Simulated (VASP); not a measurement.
Input of a VASP 6.6.1 run:

Contents of INCAR:

```
  ALGO = Normal
  EDIFF = 1E-7
  ENCUT = 520
  GGA = PE
  ISIF = 2
  ISMEAR = 0
  LASPH = True
  LCHARG = False
  LREAL = False
  LWAVE = False
  NBANDS = 10
  NELM = 100
  PREC = Accurate
  SIGMA = 0.1
```

KPOINTS

```
k-points
0
Gamma
  8 8 8
```

File POSCAR:

```
Be2Al
1.0
   -1.5761357105      1.5761357105      3.5017036182
    1.5761357105     -1.5761357105      3.5017036182
    1.5761357105      1.5761357105     -3.5017036182
Be Al
2 1
Direct
    0.6659046097      0.6659046097      0.0000000000
    0.3340953903      0.3340953903      0.0000000000
    0.0000000000      0.0000000000      0.0000000000
```

Potentials or basis: VASP PAW PBE potentials, release 64 (Be, Al).

Run with:

```bash
$ cat potpaw_PBE.64/Be/POTCAR potpaw_PBE.64/Al/POTCAR > POTCAR
$ mpirun -np 1 vasp_std > vasp.out
```

(1) What does it give for the band gap on the k mesh?

(2) What does it give for the largest force?

Results:

(1) zero (an odd number of electrons rules out a gap without spin polarisation).

(2) 0.007 eV/Å.
